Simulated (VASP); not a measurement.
# PbSe in VASP: a series of runs, part 2 of 2

VASP 6.6.1.

**4. Single point, PBE (equal xy, yz and zx shear strains of +3 %)**

INCAR reads:

```
SYSTEM = PbSe
PREC     = Accurate       ! precision mode
ENCUT    = 520            ! plane-wave cutoff, eV
EDIFF    = 1E-7           ! SCF threshold, eV
ISMEAR   = -1             ! smearing method
SIGMA    = 0.01           ! smearing width, eV
LREAL    = .FALSE.        ! projectors in reciprocal space
LASPH    = .TRUE.         ! aspherical terms in the spheres
NELM     = 100            ! most SCF steps
ALGO     = Normal         ! electronic algorithm
ISIF     = 2              ! what is computed and relaxed
LWAVE    = .FALSE.        ! write WAVECAR
LCHARG   = .FALSE.        ! write CHGCAR
GGA      = PE             ! functional
NBANDS   = 17             ! bands
```

KPOINTS reads:

```
Automatic mesh
0
G
  9 9 9
  0 0 0
```

POSCAR reads:

```
PbSe
1.0
    0.0918645000      3.1080822500      3.1080822500
    3.1080822500      0.0918645000      3.1080822500
    3.1080822500      3.1080822500      0.0918645000
Pb Se
1 1
Direct
    0.0000000000      0.0000000000      0.0000000000
    0.5000000000      0.5000000000      0.5000000000
```

Potentials or basis: VASP PAW PBE potentials, release 64 (Pb_d, Se).

Run with:

```bash
$ cat potpaw_PBE.64/Pb_d/POTCAR potpaw_PBE.64/Se/POTCAR > POTCAR
$ mpirun -np 1 vasp_std > vasp.out
```

OUTCAR:

```text
SYSTEM = PbSe
   PREC = Accurate
   ENCUT = 520
   EDIFF = 1E-7
   ISMEAR = -1
   LREAL = .FALSE.
   LASPH = .TRUE.
   NELM = 100
   ISIF = 2
   GGA = PE

 ion  position               nearest neighbor table
   1  0.000  0.000  0.000-   2 3.06   2 3.06   2 3.06   2 3.06   2 3.06   2 3.06
   2  0.500  0.500  0.500-   1 3.06   1 3.06   1 3.06   1 3.06   1 3.06   1 3.06

  LATTYP: Found a trigonal (rhomboedric) cell.
 ALAT       =     4.3964519367
 COS(alpha) =     0.5293254421

  Lattice vectors:

 A1 = (   0.0918645000,   3.1080822500,   3.1080822500)
 A2 = (   3.1080822500,   0.0918645000,   3.1080822500)
 A3 = (   3.1080822500,   3.1080822500,   0.0918645000)

Analysis of symmetry for initial positions (statically):
=====================================================================
 Subroutine PRICEL returns:
 Original cell was already a primitive cell.

 Routine SETGRP: Setting up the symmetry group for a
 trigonal (rhombohedral) supercell.

 Subroutine GETGRP returns: Found 12 space group operations
 (whereof 12 operations were pure point group operations)
 out of a pool of 12 trial point group operations.

The static configuration has the point symmetry D_3d.

Analysis of symmetry for dynamics (positions and initial velocities):
=====================================================================
 Subroutine PRICEL returns:
 Original cell was already a primitive cell.

 Routine SETGRP: Setting up the symmetry group for a
 trigonal (rhombohedral) supercell.

 Subroutine GETGRP returns: Found 12 space group operations
 (whereof 12 operations were pure point group operations)
 out of a pool of 12 trial point group operations.

The dynamic configuration has the point symmetry D_3d.

 Subroutine INISYM returns: Found 12 space group operations
 (whereof 12 operations are pure point group operations),
 and found     1 'primitive' translations

----------------------------------------------------------------------------------------

                                     Primitive cell

  volume of cell :      57.3877

  direct lattice vectors                    reciprocal lattice vectors
     0.091864500  3.108082250  3.108082250    -0.168184659  0.163356391  0.163356391
     3.108082250  0.091864500  3.108082250     0.163356391 -0.168184659  0.163356391
     3.108082250  3.108082250  0.091864500     0.163356391  0.163356391 -0.168184659

  length of vectors
     4.396451937  4.396451937  4.396451937     0.285756366  0.285756366  0.285756366

  position of ions in fractional coordinates (direct lattice)
     0.000000000  0.000000000  0.000000000
     0.500000000  0.500000000  0.500000000

  ion indices of the primitive-cell ions
   primitive index   ion index
                 1           1
                 2           2

----------------------------------------------------------------------------------------

 KPOINTS: Automatic mesh

Automatic generation of k-mesh.
 Grid dimensions read from file:
 generate k-points for:    9    9    9

 Generating k-lattice:

  Cartesian coordinates                     Fractional coordinates (reciprocal lattice)
    -0.018687184  0.018150710  0.018150710     0.111111111  0.000000000  0.000000000
     0.018150710 -0.018687184  0.018150710     0.000000000  0.111111111  0.000000000
     0.018150710  0.018150710 -0.018687184     0.000000000  0.000000000  0.111111111

  Length of vectors
     0.031750707  0.031750707  0.031750707

  Shift w.r.t. Gamma in fractional coordinates (k-lattice)
     0.000000000  0.000000000  0.000000000

 Subroutine IBZKPT returns following result:
 ===========================================

 Found     85 irreducible k-points:

 Following reciprocal coordinates:
            Coordinates               Weight
  0.000000  0.000000  0.000000      1.000000
  0.111111  0.000000 -0.000000      6.000000
  0.222222  0.000000  0.000000      6.000000
  0.333333 -0.000000 -0.000000      6.000000
  0.444444  0.000000  0.000000      6.000000
  0.111111  0.111111  0.000000      6.000000
[... 16 lines left out ...]
 -0.333333  0.333333  0.000000      6.000000
  0.444444  0.444444  0.000000      6.000000
 [... further k-points ...]
   k-points           NKPTS =     85   k-points in BZ     NKDIM =     85   number of bands    NBANDS=     17
   number of dos      NEDOS =    301   number of ions     NIONS =      2
   total plane-waves  NPLWV =  46656
   dimension x,y,z NGX =    36 NGY =   36 NGZ =   36
   dimension x,y,z NGXF=    72 NGYF=   72 NGZF=   72
   ions per type =               1   1
   NGX,Y,Z   is equivalent  to a cutoff of  13.61, 13.61, 13.61 a.u.
   NGXF,Y,Z  is equivalent  to a cutoff of  27.23, 27.23, 27.23 a.u.
 SYSTEM =  PbSe
   PREC   = accura    normal or accurate (medium, high low for compatibility)
   ISTART =      0    job   : 0-new  1-cont  2-samecut
   ICHARG =      2    charge: 1-file 2-atom 10-const
   ISPIN  =      1    spin polarized calculation?
   LNONCOLLINEAR =      F non collinear calculations
   LSORBIT =      F    spin-orbit coupling
   LASPH  =      T    aspherical Exc in radial PAW
   ENCUT  =  520.0 eV  38.22 Ry    6.18 a.u.   8.17  8.17  8.17*2*pi/ulx,y,z
   NELM   =    100;   NELMIN=  2; NELMDL= -5     # of ELM steps
   EDIFF  = 0.1E-06   stopping-criterion for ELM
   LREAL  =      F    real-space projection
   EDIFFG = 0.1E-05   stopping-criterion for IOM
   NSW    =      0    number of steps for IOM
   IBRION =     -1    ionic relax: 0-MD 1-quasi-New 2-CG
   NFREE  =      0    steps in history (QN), initial steepest desc. (CG)
   ISIF   =      2    stress and relaxation
   ISYM   =      2    0-nonsym 1-usesym 2-fastsym
   POTIM  = 0.5000    time-step for ionic-motion
   TEBEG  =    0.0;   TEEND  =   0.0 temperature during run
   PSTRESS=    0.0 pullay stress
   NELECT =      20.0000    total number of electrons
   NUPDOWN=      -1.0000    fix difference up-down
   EMIN   =  10.00;   EMAX   =-10.00  energy-range for DOS
   EFERMI =   0.00;   METHOD = LEGACY
   ISMEAR =    -1;   SIGMA  =   0.01  broadening in eV -4-tet -1-fermi 0-gaus
   EFERMI_NEDOS =   21; number of points for ismear=-14 and -15
   IALGO  =     38    algorithm
   IMIX   =      4    mixing-type and parameters
     AMIX     =   0.40;   BMIX     =  1.00
     AMIX_MAG =   1.60;   BMIX_MAG =  1.00
  volume/ion in A,a.u.               =      28.69       193.64
  Fermi-wavevector in a.u.,A,eV,Ry     =   1.152069  2.177095 18.058508  1.327263
  Thomas-Fermi vector in A             =   2.288722
   LORBIT       =      0    0 simple, 1 ext, 2 COOP (PROOUT), +10 PAW based schemes
   GGA     = PE    functional components
   LHFCALC =     F    Hartree Fock is set to
   AEXX    =    0.0000 exact exchange contribution
   IVDW    =     0    specifies the selected vdW correction
   LEPSILON=     F    determine dielectric tensor
   LRPA    =     F    only Hartree local field effects (RPA)
 non-spin polarized calculation
  energy-cutoff  :      520.00
  volume of cell :       57.39
 maximum number of plane-waves:      1560
 NGX is ok and might be reduce to    36
   NGX = 17   NGY = 17   NGZ = 17

 number of electron      19.9999998 magnetization

 Free energy of the ion-electron system (eV)
  ---------------------------------------------------
  ext. energy  EPLUGINS =         0.00000000
  ---------------------------------------------------
  free energy    TOTEN  =        -8.17057157 eV

  energy without entropy =       -8.17057157  energy(sigma->0) =       -8.17057157

 E-fermi :   5.2744     XC(G=0):  -9.5281

 val. band max:        5.0468704560   @ k =   0.4444   0.4444   0.4444
 cond. band min:       5.4728088988   @ k =   0.4444   0.0000   0.0000
 fundamental gap:      0.4259384428
 Fermi energy:         5.2743923808

 k-point     1 :       0.0000    0.0000    0.0000
  band No.  band energies     occupation
      1     -11.7894      2.00000
      2     -11.7894      2.00000
      3     -11.7792      2.00000
      4     -11.7716      2.00000
      5     -11.7716      2.00000
      6      -8.5239      2.00000
[... 9 lines left out ...]
     16      11.7770      0.00000
     17      13.2670      0.00000

 k-point     2 :       0.1111    0.0000   -0.0000
  band No.  band energies     occupation
      1     -11.7906      2.00000
      2     -11.7851      2.00000
      3     -11.7771      2.00000
      4     -11.7741      2.00000
      5     -11.7716      2.00000
      6      -8.4284      2.00000
[... 9 lines left out ...]
     16      12.0695      0.00000
     17      14.2160      0.00000
[... 421 lines left out ...]
 k-point    24 :       0.4444    0.4444    0.0000
  band No.  band energies     occupation
      1     -11.8986      2.00000
      2     -11.8000      2.00000
      3     -11.7593      2.00000
      4     -11.7414      2.00000
      5     -11.7349      2.00000
      6      -7.1484      2.00000
[... 9 lines left out ...]
     16      16.4773      0.00000
     17      17.3216      0.00000

 [... further k-points ...]
[... 5 lines left out ...]
  --------------------------------------------------------------------------------------
  -------------------------------------------------------------------------------------
  Total        0.8292571      0.8292571      0.8292571     -0.1923771     -0.1923771     -0.1923771
  in kB       23.1515855     23.1515855     23.1515855     -5.3708721     -5.3708721     -5.3708721
  external PRESSURE =      23.1515855 kB  Pullay stress =       0.0000000 kB

 VOLUME and BASIS-vectors are now :
 -----------------------------------------------------------------------------
  energy-cutoff  :      520.00
  volume of cell :       57.39
      direct lattice vectors                 reciprocal lattice vectors
     0.091864500  3.108082250  3.108082250    -0.168184659  0.163356391  0.163356391
     3.108082250  0.091864500  3.108082250     0.163356391 -0.168184659  0.163356391
     3.108082250  3.108082250  0.091864500     0.163356391  0.163356391 -0.168184659

 POSITION                                       TOTAL-FORCE (eV/Angst)
 -----------------------------------------------------------------------------------
      0.00000      0.00000      0.00000        -0.000000      0.000000     -0.000000
      3.15401      3.15401      3.15401         0.000000     -0.000000      0.000000
 -----------------------------------------------------------------------------------
    total drift:                               -0.000000      0.000000      0.000000

  FREE ENERGIE OF THE ION-ELECTRON SYSTEM (eV)
  ---------------------------------------------------
  free  energy   TOTEN  =        -8.1705715742 eV

  energy  without entropy=       -8.1705715742  energy(sigma->0) =       -8.17057157
```

Run time: 77 s. Hardware: 1 thread of Intel Xeon Platinum 8488C (Sapphire Rapids), shared host; peak memory 0.25 GiB.

What came out:

```yaml
Free_energy: -8.1706 eV
Pressure: 2.3 GPa
Band_gap_on_the_k_mesh: 0.43 eV, indirect (least direct gap 0.66 eV)
```

Stress tensor (GPa, compression positive):
```
 2.32 -0.54 -0.54
-0.54  2.32 -0.54
-0.54 -0.54  2.32
```

Caveat: the cell differs from its parent crystal (equal xy, yz and zx shear strains of +3 %); spin-orbit coupling is left out, which moves the levels of the heavy elements. A k mesh can miss the band edges.

**5. Single point, PBE (volume scaled by 0.94)**

INCAR: that of step 4 with these lines changed.

```diff
@@ -3,3 +3,3 @@
 ENCUT    = 520            ! plane-wave cutoff, eV
-EDIFF    = 1E-7           ! SCF threshold, eV
+EDIFF    = 1E-6           ! SCF threshold, eV
 ISMEAR   = -1             ! smearing method
@@ -8,3 +8,3 @@
 LASPH    = .TRUE.         ! aspherical terms in the spheres
-NELM     = 100            ! most SCF steps
+NELM     = 60             ! most SCF steps
 ALGO     = Normal         ! electronic algorithm
```

KPOINTS reads:

```
regular mesh
0
G
  9 9 9
  0 0 0
```

POSCAR reads:

```
PbSe
1.0
    0.0000000000      2.9996396028      2.9996396028
    2.9996396028      0.0000000000      2.9996396028
    2.9996396028      2.9996396028      0.0000000000
Pb Se
1 1
Direct
    0.0000000000      0.0000000000      0.0000000000
    0.5000000000      0.5000000000      0.5000000000
```

Run with:

```bash
$ cat potpaw_PBE.64/Pb_d/POTCAR potpaw_PBE.64/Se/POTCAR > POTCAR
$ mpirun -np 1 vasp_std > vasp.out
```

Run time: 51 s. Hardware: 1 thread of AMD EPYC 7R13, shared host; peak memory 0.16 GiB.

It converged, with:

| Property | Result |
| --- | --- |
| Free energy | -8.0881 eV |
| Pressure | 6.3 GPa |

Levels at points of the mesh, in eV from the Fermi level:
| k point | band 6 | band 7 | band 8 | band 9 | band 10 | band 11 | band 12 | band 13 | band 14 | band 15 |
| --- | --- | --- | --- | --- | --- | --- | --- | --- | --- | --- |
| (0.00, 0.00, 0.00) | -14.18 | -6.25 | -2.21 | -2.21 | -2.21 | 4.80 | 4.80 | 4.80 | 6.33 | 6.33 |

Caveat: this odd mesh misses L, where the gap lies, so gap, dielectric constants and Born charges aren't listed; spin-orbit coupling is left out, which moves the levels of the heavy elements.

**6. Summary**

| cell | gap on the mesh (eV) | pressure (GPa) |
| --- | --- | --- |
| a = 4.288 Å, angles 61.3°, 2 atoms | 0.51 | 2.3 |
| a = 4.352 Å, angles 59.3°, 2 atoms | 0.61 | 2.3 |
| a = 4.396 Å, angles 58.0°, 2 atoms | 0.43 | 2.3 |
| a = 4.242 Å, angles 60.0°, 2 atoms | - | 6.3 |

Alike in all rows: task single point; level PBE; potentials or basis VASP PAW PBE potentials, release 64 (Pb_d, Se); no spin polarisation; k mesh 9 × 9 × 9; cutoff (eV) 520; smearing fermi-dirac 0.01 eV.

Caveats: spin-orbit coupling is left out, which moves the levels of the heavy elements.

Absolute energies hang on the potentials; compare differences alone.
